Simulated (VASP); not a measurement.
# As (Pm-3m) in VASP: further runs

Runs on As. Level: PBE. Tasks: single point, relaxation of cell and atoms.

Everything below comes from runs of VASP 6.6.1. Logs are shortened: lines on timing, memory, paths and dates and some standing lists are left out, and cuts for length are marked.

**1. The cell of the first run**

The structure is cubic, space group Pm-3m (No. 221). Conventional cell: a = 4.062 Å, b = 4.062 Å, c = 4.062 Å, α = 90.00°, β = 90.00°, γ = 90.00°. As (site symmetry 4/mmm) has 8 As at 2.87 Å within 3.8 Å.

**2. Single point, PBE**

INCAR

```
PREC = Accurate
ENCUT = 520
EDIFF = 1E-7
ISMEAR = 0
SIGMA = 0.1
LREAL = F
LASPH = T
NELM = 60
ALGO = Normal
ISIF = 2
LWAVE = F
LCHARG = T
GGA = PE
LELF = T
LVHAR = T
NBANDS = 14
```

KPOINTS

```
regular mesh
0
Gamma
  4 4 4
```

POSCAR

```
As
1.0
    4.0622581665      0.0000000000      0.0000000000
    0.0000000000      4.0622581665      0.0000000000
    0.0000000000      0.0000000000      4.0622581665
As
3
Direct
    0.5000000000      0.0000000000      0.0000000000
    0.0000000000      0.5000000000      0.0000000000
    0.0000000000      0.0000000000      0.5000000000
```

Potentials or basis: VASP PAW PBE potentials, release 64 (As).

Launch:

```bash
cat potpaw_PBE.64/As/POTCAR > POTCAR
mpirun -np 1 vasp_std > vasp.out
```

OUTCAR:

```text
PREC = Accurate
   ENCUT = 520
   EDIFF = 1E-7
   ISMEAR = 0
   LREAL = F
   LASPH = T
   NELM = 60
   ISIF = 2
   GGA = PE

 ion  position               nearest neighbor table
   1  0.500  0.000  0.000-   2 2.87   3 2.87   3 2.87   2 2.87   2 2.87   3 2.87   3 2.87   2 2.87

   2  0.000  0.500  0.000-   1 2.87   3 2.87   3 2.87   1 2.87   3 2.87   3 2.87   1 2.87   1 2.87

   3  0.000  0.000  0.500-   1 2.87   2 2.87   1 2.87   2 2.87   2 2.87   2 2.87   1 2.87   1 2.87

  LATTYP: Found a simple cubic cell.
 ALAT       =     4.0622581665

  Lattice vectors:

 A1 = (   4.0622581665,   0.0000000000,   0.0000000000)
 A2 = (   0.0000000000,   4.0622581665,   0.0000000000)
 A3 = (   0.0000000000,   0.0000000000,   4.0622581665)

Analysis of symmetry for initial positions (statically):
=====================================================================
 Subroutine PRICEL returns:
 Original cell was already a primitive cell.

 Routine SETGRP: Setting up the symmetry group for a
 simple cubic supercell.

 Subroutine GETGRP returns: Found 48 space group operations
 (whereof 48 operations were pure point group operations)
 out of a pool of 48 trial point group operations.

The static configuration has the point symmetry O_h .

Analysis of symmetry for dynamics (positions and initial velocities):
=====================================================================
 Subroutine PRICEL returns:
 Original cell was already a primitive cell.

 Routine SETGRP: Setting up the symmetry group for a
 simple cubic supercell.

 Subroutine GETGRP returns: Found 48 space group operations
 (whereof 48 operations were pure point group operations)
 out of a pool of 48 trial point group operations.

The dynamic configuration has the point symmetry O_h .

 Subroutine INISYM returns: Found 48 space group operations
 (whereof 48 operations are pure point group operations),
 and found     1 'primitive' translations

----------------------------------------------------------------------------------------

                                     Primitive cell

  volume of cell :      67.0351

  direct lattice vectors                    reciprocal lattice vectors
     4.062258167  0.000000000  0.000000000     0.246168500  0.000000000  0.000000000
     0.000000000  4.062258167  0.000000000     0.000000000  0.246168500  0.000000000
     0.000000000  0.000000000  4.062258167     0.000000000  0.000000000  0.246168500

  length of vectors
     4.062258167  4.062258167  4.062258167     0.246168500  0.246168500  0.246168500

  position of ions in fractional coordinates (direct lattice)
     0.500000000  0.000000000  0.000000000
     0.000000000  0.500000000  0.000000000
     0.000000000  0.000000000  0.500000000

  ion indices of the primitive-cell ions
   primitive index   ion index
                 1           1
                 2           2
                 3           3

----------------------------------------------------------------------------------------

 KPOINTS: regular mesh

Automatic generation of k-mesh.
 Grid dimensions read from file:
 generate k-points for:    4    4    4

 Generating k-lattice:

  Cartesian coordinates                     Fractional coordinates (reciprocal lattice)
     0.061542125  0.000000000  0.000000000     0.250000000  0.000000000  0.000000000
     0.000000000  0.061542125  0.000000000     0.000000000  0.250000000  0.000000000
     0.000000000  0.000000000  0.061542125     0.000000000  0.000000000  0.250000000

  Length of vectors
     0.061542125  0.061542125  0.061542125

  Shift w.r.t. Gamma in fractional coordinates (k-lattice)
     0.000000000  0.000000000  0.000000000

 Subroutine IBZKPT returns following result:
 ===========================================

 Found     10 irreducible k-points:

 Following reciprocal coordinates:
            Coordinates               Weight
  0.000000  0.000000  0.000000      1.000000
  0.250000  0.000000  0.000000      6.000000
  0.500000  0.000000  0.000000      3.000000
  0.250000  0.250000  0.000000     12.000000
  0.500000  0.250000  0.000000     12.000000
  0.500000  0.500000  0.000000      3.000000
  0.250000  0.250000  0.250000      8.000000
  0.500000  0.250000  0.250000     12.000000
  0.500000  0.500000  0.250000      6.000000
  0.500000  0.500000  0.500000      1.000000
   k-points           NKPTS =     10   k-points in BZ     NKDIM =     10   number of bands    NBANDS=     14
   number of dos      NEDOS =    301   number of ions     NIONS =      3
   total plane-waves  NPLWV =  27000
   dimension x,y,z NGX =    30 NGY =   30 NGZ =   30
   dimension x,y,z NGXF=    60 NGYF=   60 NGZF=   60
   ions per type =               3
   NGX,Y,Z   is equivalent  to a cutoff of  12.28, 12.28, 12.28 a.u.
   NGXF,Y,Z  is equivalent  to a cutoff of  24.55, 24.55, 24.55 a.u.
 SYSTEM =  unknown system
   PREC   = accura    normal or accurate (medium, high low for compatibility)
   ISTART =      0    job   : 0-new  1-cont  2-samecut
   ICHARG =      2    charge: 1-file 2-atom 10-const
   ISPIN  =      1    spin polarized calculation?
   LNONCOLLINEAR =      F non collinear calculations
   LSORBIT =      F    spin-orbit coupling
   LASPH  =      T    aspherical Exc in radial PAW
   ENCUT  =  520.0 eV  38.22 Ry    6.18 a.u.   7.55  7.55  7.55*2*pi/ulx,y,z
   NELM   =     60;   NELMIN=  2; NELMDL= -5     # of ELM steps
   EDIFF  = 0.1E-06   stopping-criterion for ELM
   LREAL  =      F    real-space projection
   EDIFFG = 0.1E-05   stopping-criterion for IOM
   NSW    =      0    number of steps for IOM
   IBRION =     -1    ionic relax: 0-MD 1-quasi-New 2-CG
   NFREE  =      0    steps in history (QN), initial steepest desc. (CG)
   ISIF   =      2    stress and relaxation
   ISYM   =      2    0-nonsym 1-usesym 2-fastsym
   POTIM  = 0.5000    time-step for ionic-motion
   TEBEG  =    0.0;   TEEND  =   0.0 temperature during run
   PSTRESS=    0.0 pullay stress
   NELECT =      15.0000    total number of electrons
   NUPDOWN=      -1.0000    fix difference up-down
   EMIN   =  10.00;   EMAX   =-10.00  energy-range for DOS
   EFERMI =   0.00;   METHOD = LEGACY
   ISMEAR =     0;   SIGMA  =   0.10  broadening in eV -4-tet -1-fermi 0-gaus
   EFERMI_NEDOS =   21; number of points for ismear=-14 and -15
   IALGO  =     38    algorithm
   IMIX   =      4    mixing-type and parameters
     AMIX     =   0.40;   BMIX     =  1.00
     AMIX_MAG =   1.60;   BMIX_MAG =  1.00
  volume/ion in A,a.u.               =      22.35       150.79
  Fermi-wavevector in a.u.,A,eV,Ry     =   0.993889  1.878177 13.440034  0.987815
  Thomas-Fermi vector in A             =   2.125802
   LORBIT       =      0    0 simple, 1 ext, 2 COOP (PROOUT), +10 PAW based schemes
   GGA     = PE    functional components
   LHFCALC =     F    Hartree Fock is set to
   AEXX    =    0.0000 exact exchange contribution
   IVDW    =     0    specifies the selected vdW correction
   LEPSILON=     F    determine dielectric tensor
   LRPA    =     F    only Hartree local field effects (RPA)
 non-spin polarized calculation
 Gauss-broadening in eV      SIGMA  =   0.10
  energy-cutoff  :      520.00
  volume of cell :       67.04
 maximum number of plane-waves:      1856
   NGX = 15   NGY = 15   NGZ = 15

 number of electron      15.0000003 magnetization

 Free energy of the ion-electron system (eV)
  ---------------------------------------------------
  ext. energy  EPLUGINS =         0.00000000
  ---------------------------------------------------
  free energy    TOTEN  =       -12.74953545 eV

  energy without entropy =      -12.73480126  energy(sigma->0) =      -12.74216836

 E-fermi :   4.8788     XC(G=0):  -9.8226

 val. band max:        4.8676585520   @ k =   0.2500   0.2500   0.2500
 cond. band min:       5.0580562733   @ k =   0.2500   0.2500   0.0000
 fundamental gap:      0.1903977213
 Fermi energy:         4.8787513157

 k-point     1 :       0.0000    0.0000    0.0000
  band No.  band energies     occupation
      1      -9.7342      2.00000
      2      -3.2880      2.00000
      3      -3.2880      2.00000
      4       0.2500      2.00000
      5       0.2500      2.00000
      6       0.2500      2.00000
      7       6.4339      0.00000
      8       6.4339      0.00000
      9       6.4339      0.00000
     10       6.8502      0.00000
     11       9.2467      0.00000
     12       9.2467      0.00000
     13       9.2467      0.00000
     14      12.3872      0.00000

 k-point     2 :       0.2500    0.0000    0.0000
  band No.  band energies     occupation
      1      -9.2717      2.00000
      2      -5.0698      2.00000
      3      -3.1326      2.00000
      4       0.7089      2.00000
      5       0.7089      2.00000
      6       1.9717      2.00000
      7       5.1946      0.00001
      8       5.2655      0.00000
      9       5.2655      0.00000
     10       7.1032      0.00000
     11       8.4711      0.00000
     12       8.4711      0.00000
     13       8.5382      0.00000
     14      12.7846      0.00000

 k-point     3 :       0.5000    0.0000    0.0000
  band No.  band energies     occupation
      1      -8.4141      2.00000
      2      -6.7313      2.00000
      3      -2.9602      2.00000
      4       1.4691      2.00000
      5       1.4691      2.00000
      6       3.8077      2.00000
      7       3.8077      2.00000
      8       4.2786      2.00000
      9       4.3806      2.00000
     10       4.3909      2.00000
     11       8.4241      0.00000
     12       8.4241      0.00000
     13      12.1791      0.00000
     14      12.8604      0.00000

 k-point     4 :       0.2500    0.2500    0.0000
  band No.  band energies     occupation
      1      -8.8060      2.00000
      2      -5.1793      2.00000
      3      -4.2783      2.00000
      4       0.7210      2.00000
      5       1.1868      2.00000
      6       2.6743      2.00000
      7       3.6982      2.00000
      8       5.0581      0.01122
      9       6.4124      0.00000
     10       6.4587      0.00000
     11       6.8111      0.00000
     12       9.1607      0.00000
     13       9.6655      0.00000
     14      13.8604      0.00000

 k-point     5 :       0.5000    0.2500    0.0000
  band No.  band energies     occupation
      1      -7.9149      2.00000
      2      -6.4792      2.00000
      3      -4.3051      2.00000
      4       0.8797      2.00000
      5       1.6473      2.00000
      6       2.0199      2.00000
      7       3.9788      2.00000
      8       4.5154      2.00000
      9       5.5283      0.00000
     10       6.3498      0.00000
     11       7.8197      0.00000
     12       8.0136      0.00000
     13      12.5297      0.00000
     14      12.9455      0.00000

 k-point     6 :       0.5000    0.5000    0.0000
  band No.  band energies     occupation
      1      -6.6953      2.00000
      2      -6.1749      2.00000
      3      -6.1749      2.00000
      4      -0.4390      2.00000
      5       2.1627      2.00000
      6       3.2865      2.00000
      7       4.1698      2.00000
      8       4.1698      2.00000
      9       4.7162      1.97847
     10       4.7162      1.97847
     11       9.5685      0.00000
     12      10.3872      0.00000
     13      11.7317      0.00000
     14      11.7547      0.00000

 k-point     7 :       0.2500    0.2500    0.2500
  band No.  band energies     occupation
      1      -8.3428      2.00000
      2      -4.9401      2.00000
      3      -4.9401      2.00000
      4      -0.8528      2.00000
      5       2.1779      2.00000
      6       2.1779      2.00000
      7       3.3775      2.00000
      8       4.8677      1.12466
      9       4.8677      1.12466
     10       7.9544      0.00000
     11       9.4554      0.00000
     12       9.4554      0.00000
     13      10.3864      0.00000
     14      11.4867      0.00000

 k-point     8 :       0.5000    0.2500    0.2500
  band No.  band energies     occupation
      1      -7.4347      2.00000
      2      -6.2259      2.00000
      3      -4.6543      2.00000
      4      -0.6097      2.00000
      5       1.0304      2.00000
      6       1.1162      2.00000
      7       2.8891      2.00000
      8       5.2417      0.00000
      9       7.8212      0.00000
     10       8.0745      0.00000
     11       8.2188      0.00000
     12       9.2075      0.00000
     13       9.6824      0.00000
     14      13.7999      0.00000

 k-point     9 :       0.5000    0.5000    0.2500
  band No.  band energies     occupation
      1      -6.2691      2.00000
      2      -5.9194      2.00000
      3      -5.9194      2.00000
      4      -0.8586      2.00000
      5      -0.2430      2.00000
      6       1.2924      2.00000
      7       1.2924      2.00000
      8       7.0640      0.00000
      9       8.2871      0.00000
     10       8.2871      0.00000
     11       8.4465      0.00000
     12       9.7355      0.00000
     13      10.4664      0.00000
     14      15.6686      0.00000

 k-point    10 :       0.5000    0.5000    0.5000
  band No.  band energies     occupation
      1      -5.6092      2.00000
      2      -5.6092      2.00000
      3      -5.6092      2.00000
      4      -2.5712      2.00000
      5      -0.0198      2.00000
      6      -0.0198      2.00000
      7      -0.0198      2.00000
      8       7.1706      0.00000
      9       9.9212      0.00000
     10       9.9212      0.00000
     11      10.5487      0.00000
     12      10.5487      0.00000
     13      10.5487      0.00000
     14      16.4989      0.00000

------------------------ aborting loop because EDIFF is reached ----------------------------------------

  FORCE on cell =-STRESS in cart. coord.  units (eV):
  Direction    XX          YY          ZZ          XY          YZ          ZX
  --------------------------------------------------------------------------------------
  -------------------------------------------------------------------------------------
  Total        0.0142173      0.0142173      0.0142173     -0.0000000     -0.0000000      0.0000000
  in kB        0.3398021      0.3398021      0.3398021     -0.0000000     -0.0000000      0.0000000
  external PRESSURE =       0.3398021 kB  Pullay stress =       0.0000000 kB

 VOLUME and BASIS-vectors are now :
 -----------------------------------------------------------------------------
  energy-cutoff  :      520.00
  volume of cell :       67.04
      direct lattice vectors                 reciprocal lattice vectors
     4.062258167  0.000000000  0.000000000     0.246168500  0.000000000  0.000000000
     0.000000000  4.062258167  0.000000000     0.000000000  0.246168500  0.000000000
     0.000000000  0.000000000  4.062258167     0.000000000  0.000000000  0.246168500

 POSITION                                       TOTAL-FORCE (eV/Angst)
 -----------------------------------------------------------------------------------
      2.03113      0.00000      0.00000         0.000000      0.000000      0.000000
      0.00000      2.03113      0.00000         0.000000      0.000000      0.000000
      0.00000      0.00000      2.03113         0.000000      0.000000      0.000000
 -----------------------------------------------------------------------------------
    total drift:                               -0.000000      0.000000      0.000000

  FREE ENERGIE OF THE ION-ELECTRON SYSTEM (eV)
  ---------------------------------------------------
  free  energy   TOTEN  =       -12.7495354492 eV

  energy  without entropy=      -12.7348012640  energy(sigma->0) =      -12.74216836
```

Wall time 10 s (1 thread of AMD EPYC 7R43 (Zen 3), shared host); peak memory 0.12 GiB.

Results:

| Property | Result |
| --- | --- |
| Free energy | -12.7495 eV |
| Pressure | 0.0 GPa |

Caveat: the k points lie up to 0.39 Å⁻¹ apart.

[end of part 1 of 2]
